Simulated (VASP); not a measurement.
# Ga: single point with PBEsol

The system is Ga.

```
CELL_PARAMETERS angstrom
-2.98416 2.98416 2.98416
2.98416 -2.98416 2.98416
2.98416 2.98416 -2.98416
ATOMIC_POSITIONS crystal
Ga 0.25000 0.62500 0.37500
Ga 0.37500 0.25000 0.62500
Ga 0.75000 0.87500 0.12500
Ga 0.12500 0.75000 0.87500
Ga 0.62500 0.37500 0.25000
Ga 0.87500 0.12500 0.75000
```

```
Program             : VASP 6.6.1
Task                : single point
Functional          : PBEsol
Potentials or basis : VASP PAW PBE potentials, release 64 (Ga_d)
Cutoff              : 520 eV
k mesh              : 8 × 8 × 8
Occupations         : gaussian, width 0.1 eV
Spin                : no spin polarisation
```

| Quantity | Value |
| --- | --- |
| Pressure | 0.1 GPa |
| Band gap on the k mesh | zero (band 39 reaches 7.83 eV, above the bottom of band 40 at 3.91 eV) |

Levels at points of the mesh, in eV from the Fermi level:
```
           k point  band 35  band 36  band 37  band 38  band 39  band 40  band 41  band 42  band 43  band 44
(0.00, 0.00, 0.00)    -2.99    -2.99    -2.37    -2.37    -2.37    -1.99    -1.99    -1.99    -1.87     5.37
(0.50, 0.00, 0.00)    -4.68    -4.68    -0.91    -0.91    -0.34    -0.34     2.98     2.98     3.36     3.36
(0.50, 0.50, 0.50)    -7.14    -7.14     1.47     1.47     1.65     1.65     1.65     1.65     1.65     1.65
```

Wall time 68 s on 1 thread of Intel(R) Xeon(R) 6975P-C (Granite Rapids) (shared host), peak memory 0.28 GiB.

Caveat: the PAW data sets were made with another functional, which shifts forces and pressure a little.
